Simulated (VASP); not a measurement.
Input of a VASP 6.6.1 run:

Contents of INCAR:

```
SYSTEM = GeSbTe3
  PREC = Accurate
  ENCUT = 520
  EDIFF = 1E-6
  ISMEAR = 0
  SIGMA = 0.1
  LREAL = .FALSE.
  LASPH = .TRUE.
  NELM = 100
  ALGO = Normal
  ISIF = 2
  LWAVE = .FALSE.
  LCHARG = .FALSE.
  GGA = PS
  NBANDS = 26
```

File KPOINTS:

```
regular mesh
0
G
  12 12 12
  0 0 0
```

Contents of POSCAR:

```
GeSbTe3
1.0
    2.1034800504      1.2144447733      9.8714625907
   -2.1034800504      1.2144447733      9.8714625907
    0.0000000000     -2.4288895466      9.8714625907
Ge Sb Te
1 1 3
Direct
    0.5978230000      0.5978230000      0.5978230000
    0.3977000000      0.3977000000      0.3977000000
    0.9983600000      0.9983600000      0.9983600000
    0.7925750000      0.7925750000      0.7925750000
    0.2135430000      0.2135430000      0.2135430000
```

Potentials or basis: VASP PAW PBE potentials, release 64 (Ge_d, Sb, Te).

Command:

```bash
$ cat potpaw_PBE.64/Ge_d/POTCAR potpaw_PBE.64/Sb/POTCAR potpaw_PBE.64/Te/POTCAR > POTCAR
$ mpirun -np 1 vasp_std > vasp.out
```

Estimate the pressure.

-2.4 GPa.

Predict the largest force.

0.181 eV/Å.

Stress tensor (GPa, compression positive):
```
-2.62  0.00  0.00
 0.00 -2.62  0.00
 0.00  0.00 -1.92
```

Caveat: the PAW data sets were made with another functional, which shifts forces and pressure a little.
